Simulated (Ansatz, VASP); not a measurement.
# Two plane-wave programs on HfN

```
CELL_PARAMETERS angstrom
0.00000 2.25586 2.25586
2.25586 0.00000 2.25586
2.25586 2.25586 0.00000
ATOMIC_POSITIONS crystal
Hf 0.00000 0.00000 0.00000
N 0.50000 0.50000 0.50000
```

Alike in both runs: task single point; functional LDA; k mesh 8 × 8 × 8; occupations gaussian, width 0.1 eV; no spin polarisation.

```csv
,VASP,Ansatz
version,VASP 6.6.1,Ansatz 0.2.0
potentials or method,"VASP PAW LDA potentials, release 64 (Hf_pv, N), cutoff 600 eV","scalar-relativistic, plane waves, PAW"
valence electrons in the cell,15,31
```

Ansatz gave:

* gap on the k mesh at the Fermi level (eV): none
* pressure (GPa): -8.0

Q: Which values does VASP return?

A: gap on the k mesh at the Fermi level (eV): none; pressure (GPa): -9.3.

Ansatz warns that its potentials were made for another functional, while VASP's fit it. LDA's correlation is that of Perdew and Zunger in VASP and of Perdew and Wang (1992) in Ansatz. A gap of «none» marks a metal or a gap that the smearing closes. VASP's potentials hold 15 valence electrons a cell and Ansatz's 31, so a difference there can come from the potentials and not from the codes.

Neither program's run includes spin-orbit coupling.
